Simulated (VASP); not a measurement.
# YZn (Fm-3m) in VASP: further runs

YZn is run at these levels: LDA; tasks: single point.

Everything below comes from runs of VASP 6.6.1. Logs are shortened: lines on timing, memory, paths and dates and some standing lists are left out, and cuts for length are marked.

### Step 1. The cell of the first run

Symmetry: Fm-3m, No. 225, cubic system. The conventional cell has a = 4.366 Å, b = 4.366 Å, c = 4.366 Å, α = 90.00°, β = 90.00°, γ = 90.00°. Within 2.9 Å of Y (site symmetry m-3m) lie 6 Zn at 2.18 Å. Within 2.9 Å of Zn (site symmetry m-3m) lie 6 Y at 2.18 Å.

### Step 2. Single point, LDA

File INCAR:

```
SYSTEM = YZn
ALGO = Normal
EDIFF = 1E-7
ENCUT = 520
ISIF = 2
ISMEAR = -1
LASPH = .TRUE.
LCHARG = .TRUE.
LELF = .TRUE.
LREAL = .FALSE.
LVHAR = .TRUE.
LWAVE = .FALSE.
NBANDS = 18
NELM = 80
PREC = Accurate
SIGMA = 0.05
```

File KPOINTS:

```
k-points
0
G
  11 11 11
  0 0 0
```

File POSCAR:

```
YZn
1.0
    0.0000000000      2.1831474876      2.1831474876
    2.1831474876      0.0000000000      2.1831474876
    2.1831474876      2.1831474876      0.0000000000
Y Zn
1 1
Direct
    0.0000000000      0.0000000000      0.0000000000
    0.5000000000      0.5000000000      0.5000000000
```

Potentials or basis: VASP PAW LDA potentials, release 64 (Y_sv, Zn).

On the command line:

```
$ cat potpaw_LDA.64/Y_sv/POTCAR potpaw_LDA.64/Zn/POTCAR > POTCAR
$ mpirun -np 1 vasp_std > vasp.out
```

OUTCAR:

```text
SYSTEM = YZn
   EDIFF = 1E-7
   ENCUT = 520
   ISIF = 2
   ISMEAR = -1
   LASPH = .TRUE.
   LREAL = .FALSE.
   NELM = 80
   PREC = Accurate

 ion  position               nearest neighbor table
   1  0.000  0.000  0.000-   2 2.18   2 2.18   2 2.18   2 2.18   2 2.18   2 2.18
   2  0.500  0.500  0.500-   1 2.18   1 2.18   1 2.18   1 2.18   1 2.18   1 2.18

  LATTYP: Found a face centered cubic cell.
 ALAT       =     4.3662949752

  Lattice vectors:

 A1 = (   0.0000000000,   2.1831474876,   2.1831474876)
 A2 = (   2.1831474876,   0.0000000000,   2.1831474876)
 A3 = (   2.1831474876,   2.1831474876,   0.0000000000)

Analysis of symmetry for initial positions (statically):
=====================================================================
 Subroutine PRICEL returns:
 Original cell was already a primitive cell.

 Routine SETGRP: Setting up the symmetry group for a
 face centered cubic supercell.

 Subroutine GETGRP returns: Found 48 space group operations
 (whereof 48 operations were pure point group operations)
 out of a pool of 48 trial point group operations.

The static configuration has the point symmetry O_h .

Analysis of symmetry for dynamics (positions and initial velocities):
=====================================================================
 Subroutine PRICEL returns:
 Original cell was already a primitive cell.

 Routine SETGRP: Setting up the symmetry group for a
 face centered cubic supercell.

 Subroutine GETGRP returns: Found 48 space group operations
 (whereof 48 operations were pure point group operations)
 out of a pool of 48 trial point group operations.

The dynamic configuration has the point symmetry O_h .

 Subroutine INISYM returns: Found 48 space group operations
 (whereof 48 operations are pure point group operations),
 and found     1 'primitive' translations

----------------------------------------------------------------------------------------

                                     Primitive cell

  volume of cell :      20.8103

  direct lattice vectors                    reciprocal lattice vectors
     0.000000000  2.183147488  2.183147488    -0.229027128  0.229027128  0.229027128
     2.183147488  0.000000000  2.183147488     0.229027128 -0.229027128  0.229027128
     2.183147488  2.183147488  0.000000000     0.229027128  0.229027128 -0.229027128

  length of vectors
     3.087436786  3.087436786  3.087436786     0.396686623  0.396686623  0.396686623

  position of ions in fractional coordinates (direct lattice)
     0.000000000  0.000000000  0.000000000
     0.500000000  0.500000000  0.500000000

  ion indices of the primitive-cell ions
   primitive index   ion index
                 1           1
                 2           2

----------------------------------------------------------------------------------------

 KPOINTS: k-points

Automatic generation of k-mesh.
 Grid dimensions read from file:
 generate k-points for:   11   11   11

 Generating k-lattice:

  Cartesian coordinates                     Fractional coordinates (reciprocal lattice)
    -0.020820648  0.020820648  0.020820648     0.090909091  0.000000000  0.000000000
     0.020820648 -0.020820648  0.020820648     0.000000000  0.090909091  0.000000000
     0.020820648  0.020820648 -0.020820648     0.000000000  0.000000000  0.090909091

  Length of vectors
     0.036062420  0.036062420  0.036062420

  Shift w.r.t. Gamma in fractional coordinates (k-lattice)
     0.000000000  0.000000000  0.000000000

 Subroutine IBZKPT returns following result:
 ===========================================

 Found     56 irreducible k-points:

 Following reciprocal coordinates:
            Coordinates               Weight
  0.000000  0.000000  0.000000      1.000000
  0.090909  0.000000  0.000000      8.000000
  0.181818  0.000000  0.000000      8.000000
  0.272727  0.000000  0.000000      8.000000
  0.363636  0.000000  0.000000      8.000000
  0.454545  0.000000  0.000000      8.000000
[... 16 lines left out ...]
 -0.272727  0.181818  0.000000     24.000000
 -0.181818  0.181818  0.000000     12.000000
 [... further k-points ...]
   k-points           NKPTS =     56   k-points in BZ     NKDIM =     56   number of bands    NBANDS=     18
   number of dos      NEDOS =    301   number of ions     NIONS =      2
   total plane-waves  NPLWV =  13824
   dimension x,y,z NGX =    24 NGY =   24 NGZ =   24
   dimension x,y,z NGXF=    48 NGYF=   48 NGZF=   48
   ions per type =               1   1
   NGX,Y,Z   is equivalent  to a cutoff of  12.92, 12.92, 12.92 a.u.
   NGXF,Y,Z  is equivalent  to a cutoff of  25.85, 25.85, 25.85 a.u.
 SYSTEM =  YZn
   PREC   = accura    normal or accurate (medium, high low for compatibility)
   ISTART =      0    job   : 0-new  1-cont  2-samecut
   ICHARG =      2    charge: 1-file 2-atom 10-const
   ISPIN  =      1    spin polarized calculation?
   LNONCOLLINEAR =      F non collinear calculations
   LSORBIT =      F    spin-orbit coupling
   LASPH  =      T    aspherical Exc in radial PAW
   ENCUT  =  520.0 eV  38.22 Ry    6.18 a.u.   5.74  5.74  5.74*2*pi/ulx,y,z
   NELM   =     80;   NELMIN=  2; NELMDL= -5     # of ELM steps
   EDIFF  = 0.1E-06   stopping-criterion for ELM
   LREAL  =      F    real-space projection
   EDIFFG = 0.1E-05   stopping-criterion for IOM
   NSW    =      0    number of steps for IOM
   IBRION =     -1    ionic relax: 0-MD 1-quasi-New 2-CG
   NFREE  =      0    steps in history (QN), initial steepest desc. (CG)
   ISIF   =      2    stress and relaxation
   ISYM   =      2    0-nonsym 1-usesym 2-fastsym
   POTIM  = 0.5000    time-step for ionic-motion
   TEBEG  =    0.0;   TEEND  =   0.0 temperature during run
   PSTRESS=    0.0 pullay stress
   NELECT =      23.0000    total number of electrons
   NUPDOWN=      -1.0000    fix difference up-down
   EMIN   =  10.00;   EMAX   =-10.00  energy-range for DOS
   EFERMI =   0.00;   METHOD = LEGACY
   ISMEAR =    -1;   SIGMA  =   0.05  broadening in eV -4-tet -1-fermi 0-gaus
   EFERMI_NEDOS =   21; number of points for ismear=-14 and -15
   IALGO  =     38    algorithm
   IMIX   =      4    mixing-type and parameters
     AMIX     =   0.40;   BMIX     =  1.00
     AMIX_MAG =   1.60;   BMIX_MAG =  1.00
  volume/ion in A,a.u.               =      10.41        70.22
  Fermi-wavevector in a.u.,A,eV,Ry     =   1.692613  3.198575 38.979864  2.864939
  Thomas-Fermi vector in A             =   2.774168
   LORBIT       =      0    0 simple, 1 ext, 2 COOP (PROOUT), +10 PAW based schemes
   GGA     = CA    functional components
   LHFCALC =     F    Hartree Fock is set to
   AEXX    =    0.0000 exact exchange contribution
   IVDW    =     0    specifies the selected vdW correction
   LEPSILON=     F    determine dielectric tensor
   LRPA    =     F    only Hartree local field effects (RPA)
 non-spin polarized calculation
  energy-cutoff  :      520.00
  volume of cell :       20.81
 maximum number of plane-waves:       568
   NGX = 11   NGY = 11   NGZ = 11

 number of electron      23.0000006 magnetization

 Free energy of the ion-electron system (eV)
  ---------------------------------------------------
  ext. energy  EPLUGINS =         0.00000000
  ---------------------------------------------------
  free energy    TOTEN  =         1.90407378 eV

  energy without entropy =        1.92328559  energy(sigma->0) =        1.91367969

 E-fermi :   8.8148     XC(G=0): -14.6442

 val. band max:        8.8085264957   @ k =  -0.4545   0.1818   0.0000
 cond. band min:       8.8220140137   @ k =   0.3636   0.0909   0.0000
 fundamental gap:      0.0134875180
 Fermi energy:         8.8147835045

 k-point     1 :       0.0000    0.0000    0.0000
  band No.  band energies     occupation
      1     -32.8230      2.00000
      2     -12.0363      2.00000
      3     -12.0363      2.00000
      4     -12.0363      2.00000
      5      -2.2602      2.00000
      6      -2.2602      2.00000
[... 10 lines left out ...]
     17      18.4556      0.00000
     18      18.4556      0.00000

 k-point     2 :       0.0909    0.0000    0.0000
  band No.  band energies     occupation
      1     -32.7810      2.00000
      2     -12.3410      2.00000
      3     -12.1061      2.00000
      4     -12.1061      2.00000
      5      -2.1333      2.00000
      6      -2.1333      2.00000
[... 10 lines left out ...]
     17      18.5963      0.00000
     18      19.8708      0.00000

 k-point     3 :       0.1818    0.0000    0.0000
  band No.  band energies     occupation
      1     -32.6662      2.00000
      2     -13.0852      2.00000
      3     -12.2861      2.00000
      4     -12.2861      2.00000
      5      -1.8692      2.00000
      6      -1.8655      2.00000
[... 10 lines left out ...]
     17      20.5230      0.00000
     18      22.5631      0.00000

 k-point     4 :       0.2727    0.0000    0.0000
  band No.  band energies     occupation
      1     -32.5114      2.00000
      2     -13.9449      2.00000
      3     -12.5075      2.00000
      4     -12.5075      2.00000
      5      -1.6857      2.00000
      6      -1.6372      2.00000
[... 10 lines left out ...]
     17      23.2469      0.00000
     18      25.6883      0.00000

 k-point     5 :       0.3636    0.0000    0.0000
  band No.  band energies     occupation
      1     -32.3640      2.00000
      2     -14.6562      2.00000
      3     -12.6986      2.00000
      4     -12.6986      2.00000
      5      -1.4647      2.00000
      6      -1.4341      2.00000
[... 10 lines left out ...]
     17      22.9295      0.00000
     18      26.0744      0.00000

 k-point     6 :       0.4545    0.0000    0.0000
  band No.  band energies     occupation
      1     -32.2740      2.00000
      2     -15.0526      2.00000
      3     -12.8072      2.00000
      4     -12.8072      2.00000
      5      -1.3116      2.00000
      6      -1.3116      2.00000
[... 307 lines left out ...]
 k-point    21 :      -0.4545    0.1818    0.0000
  band No.  band energies     occupation
      1     -32.2186      2.00000
      2     -14.7837      2.00000
      3     -13.2635      2.00000
      4     -12.8951      2.00000
      5      -1.5909      2.00000
      6      -1.2657      2.00000
[... 10 lines left out ...]
     17      20.9176      0.00000
     18      23.9051      0.00000

 k-point    22 :      -0.3636    0.1818    0.0000
  band No.  band energies     occupation
      1     -32.2445      2.00000
      2     -14.6924      2.00000
      3     -13.2558      2.00000
      4     -12.8577      2.00000
      5      -1.4615      2.00000
      6      -1.3663      2.00000
[... 10 lines left out ...]
     17      21.2895      0.00000
     18      24.3230      0.00000

 k-point    23 :      -0.2727    0.1818    0.0000
  band No.  band energies     occupation
      1     -32.3379      2.00000
      2     -14.3782      2.00000
      3     -13.0791      2.00000
      4     -12.7380      2.00000
      5      -1.6514      2.00000
      6      -1.5292      2.00000
[... 10 lines left out ...]
     17      21.9413      0.00000
     18      23.7581      0.00000

 k-point    24 :      -0.1818    0.1818    0.0000
  band No.  band energies     occupation
      1     -32.4664      2.00000
      2     -13.9329      2.00000
      3     -12.7743      2.00000
      4     -12.5681      2.00000
      5      -1.8209      2.00000
      6      -1.7415      2.00000
[... 10 lines left out ...]
     17      21.1378      0.00000
     18      24.2784      0.00000

 [... further k-points ...]
[... 5 lines left out ...]
  --------------------------------------------------------------------------------------
  -------------------------------------------------------------------------------------
  Total       31.6120216     31.6120216     31.6120216      0.0000000      0.0000000      0.0000000
  in kB     2433.7929428   2433.7929428   2433.7929428      0.0000000      0.0000000      0.0000000
  external PRESSURE =    2433.7929428 kB  Pullay stress =       0.0000000 kB

 VOLUME and BASIS-vectors are now :
 -----------------------------------------------------------------------------
  energy-cutoff  :      520.00
  volume of cell :       20.81
      direct lattice vectors                 reciprocal lattice vectors
     0.000000000  2.183147488  2.183147488    -0.229027128  0.229027128  0.229027128
     2.183147488  0.000000000  2.183147488     0.229027128 -0.229027128  0.229027128
     2.183147488  2.183147488  0.000000000     0.229027128  0.229027128 -0.229027128

 POSITION                                       TOTAL-FORCE (eV/Angst)
 -----------------------------------------------------------------------------------
      0.00000      0.00000      0.00000        -0.000000     -0.000000     -0.000000
      2.18315      2.18315      2.18315         0.000000      0.000000      0.000000
 -----------------------------------------------------------------------------------
    total drift:                                0.000000     -0.000000      0.000000

  FREE ENERGIE OF THE ION-ELECTRON SYSTEM (eV)
  ---------------------------------------------------
  free  energy   TOTEN  =         1.9040737809 eV

  energy  without entropy=        1.9232855897  energy(sigma->0) =        1.91367969
```

Run time: 25 s. Hardware: 1 thread of Intel Xeon 8259CL, shared host; peak memory 0.16 GiB.

What came out:

```yaml
Free_energy: 1.9041 eV
Pressure: 243.4 GPa
Band_gap_on_the_k_mesh: zero (an odd number of electrons rules out a gap without spin polarisation)
```

Levels at points of the mesh, in eV from the Fermi level:
```csv
k point,band 8,band 9,band 10,band 11,band 12,band 13,band 14,band 15
"(0.00, 0.00, 0.00)",-10.85,-10.85,-8.60,2.28,2.28,2.28,5.93,5.93
```

Caveat: the cell stands under pressure.

### Step 3. Single point, LDA (10.41 Å³/atom)

File INCAR:

```
PREC = Accurate
ENCUT = 520
EDIFF = 1E-6
ISMEAR = -1
SIGMA = 0.05
LREAL = False
LASPH = True
NELM = 80
ALGO = Normal
ISIF = 2
LWAVE = False
LCHARG = True
GGA = CA
LELF = True
LVHAR = True
NBANDS = 18
```

File KPOINTS:

```
Automatic mesh
0
Gamma
  11 11 11
```

POSCAR is that of step 2.

Potentials or basis: VASP PAW LDA potentials, release 64 (Y_sv, Zn).

On the command line:

```
$ cat potpaw_LDA.64/Y_sv/POTCAR potpaw_LDA.64/Zn/POTCAR > POTCAR
$ mpirun -np 1 vasp_std > vasp.out
```

It took 26 s on 1 thread of Intel Xeon 8259CL, shared host; peak memory 0.16 GiB.

It converged, with:

- Free energy: 1.9041 eV
- Pressure: 243.4 GPa
- Band gap on the k mesh: zero (an odd number of electrons rules out a gap without spin polarisation)

Levels at points of the mesh, in eV from the Fermi level:
| k point | band 7 | band 8 | band 9 | band 10 | band 11 | band 12 | band 13 | band 14 | band 15 | band 16 |
| --- | --- | --- | --- | --- | --- | --- | --- | --- | --- | --- |
| (0.00, 0.00, 0.00) | -10.85 | -10.85 | -10.85 | -8.60 | 2.28 | 2.28 | 2.28 | 5.93 | 5.93 | 7.97 |

Caveat: the cell stands under pressure.

### Step 4. Single point, LDA (10.41 Å³/atom)

File INCAR:

```
SYSTEM = YZn
ALGO = Normal
EDIFF = 1E-6
ENCUT = 520
GGA = CA
ISIF = 2
ISMEAR = -1
LASPH = .True.
LCHARG = .False.
LREAL = .False.
LWAVE = .False.
NBANDS = 18
NELM = 80
PREC = Accurate
SIGMA = 0.05
```

File KPOINTS:

```
k-points
0
Gamma
  11 11 11
  0 0 0
```

POSCAR is that of step 3.

On the command line:

```
$ cat potpaw_LDA.64/Y_sv/POTCAR potpaw_LDA.64/Zn/POTCAR > POTCAR
$ mpirun -np 1 vasp_std > vasp.out
```

Wall time 26 s (1 thread of Intel Xeon 8259CL, shared host); peak memory 0.16 GiB.

The run converged. Its results:

```yaml
Free_energy: 1.9041 eV
Pressure: 243.4 GPa
Band_gap_on_the_k_mesh: zero (an odd number of electrons rules out a gap without spin polarisation)
```

Levels at points of the mesh, in eV from the Fermi level:
```csv
k point,band 8,band 9,band 10,band 11,band 12,band 13,band 14,band 15
"(0.00, 0.00, 0.00)",-10.85,-10.85,-8.60,2.28,2.28,2.28,5.93,5.93
```

Caveat: the cell stands under pressure.

(Continued in part 2 of 2.)

The gap in the log of VASP goes by the Fermi energy; the results here count the filled bands.